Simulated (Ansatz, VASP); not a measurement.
**Two plane-wave programs on BN**

File POSCAR:

```
BN
1.0
    2.4913353502      0.0000000000      0.0000000000
   -1.2456676751      2.1575597026      0.0000000000
    0.0000000000      0.0000000000      4.0010591828
B N
2 2
Direct
    0.0000000000      0.0000000000      0.0000000000
    0.0000000000      0.0000000000      0.5000000000
    0.3333333333      0.6666666667      0.2500000000
    0.6666666667      0.3333333333      0.7500000000
```

File INCAR.step1:

```
ALGO = Normal ; EDIFF = 1E-5
ENCUT = 520 ; GGA = PE
GGA_COMPAT = F ; ISIF = 2
ISMEAR = 0 ; LASPH = T
LCHARG = F ; LREAL = F
LWAVE = T ; NBANDS = 16
NELM = 120 ; PREC = Accurate
SIGMA = 0.01
```

The input INCAR.step2:

```
ALGO = Normal ; EDIFF = 1E-6
ENCUT = 520 ; GGA = PE
GGA_COMPAT = F ; HFSCREEN = 0.2079
ISIF = 2 ; ISMEAR = 0
ISTART = 1 ; LASPH = T
LCHARG = F ; LHFCALC = T
LREAL = F ; LWAVE = F
NBANDS = 16 ; NELM = 120
PREC = Accurate ; PRECFOCK = Normal
SIGMA = 0.01
```

File KPOINTS:

```
k-points
0
Gamma
  6 6 4
```

Input for Ansatz:

```yaml
crystal:
  lattice:
    - [2.4913353502, 0.0, 0.0]
    - [-1.2456676751, 2.1575597026, 0.0]
    - [0.0, 0.0, 4.0010591828]
  atoms:
    - { symbol: B, position: [0.0, 0.0, 0.0] }
    - { symbol: B, position: [0.0, 0.0, 0.5] }
    - { symbol: "N", position: [0.3333333333, 0.6666666667, 0.25] }
    - { symbol: "N", position: [0.6666666667, 0.3333333333, 0.75] }
kpoints:
  mp_grid: { grid: [6, 6, 4] }
  band_path:
    path:
      - [0.0, 0.0, 0.0]
      - [0.5, 0.0, 0.0]
      - [0.3333333333, 0.3333333333, 0.0]
      - [0.0, 0.0, 0.5]
      - [0.5, 0.0, 0.5]
      - [0.3333333333, 0.3333333333, 0.5]
      - [0.0, 0.179688, 0.0]
      - [0.25, 0.25, 0.1666666667]
    npoints: 1
hamiltonian:
  xc: hse06
scf:
  occupations: { method: fixed }
  n_extra_bands: 5
output:
  forces: true
  stress: true
  eigenvalues: true
```

Alike in both runs: task single point; functional HSE06; k mesh 6 × 6 × 4; no spin polarisation.

|  | VASP | Ansatz |
| --- | --- | --- |
| version | VASP 6.6.1 | Ansatz 0.2.0 |
| potentials or method | VASP PAW PBE potentials, release 64 (B, N) | plane waves, PAW |
| plane-wave cutoff (eV) | 520 | 420 |
| occupations | gaussian, width 0.01 eV | fixed |
| valence electrons in the cell | 16 | 16 |

Ansatz gave:

```
gap on the k mesh at the Fermi level (eV)                     : 2.60
pressure (GPa)                                                : -7.9
traceless stress, the component that is largest in VASP (GPa) : 2.52
```

Task: What did VASP give for the same quantities?

Result: gap on the k mesh at the Fermi level (eV): 2.60; pressure (GPa): -7.7; traceless stress, the component that is largest in VASP (GPa): 2.41.

Ansatz's warnings: stress exchange threshold loose, stress scf threshold loose.

The k mesh is coarse, so the values compare programs but aren't converged.
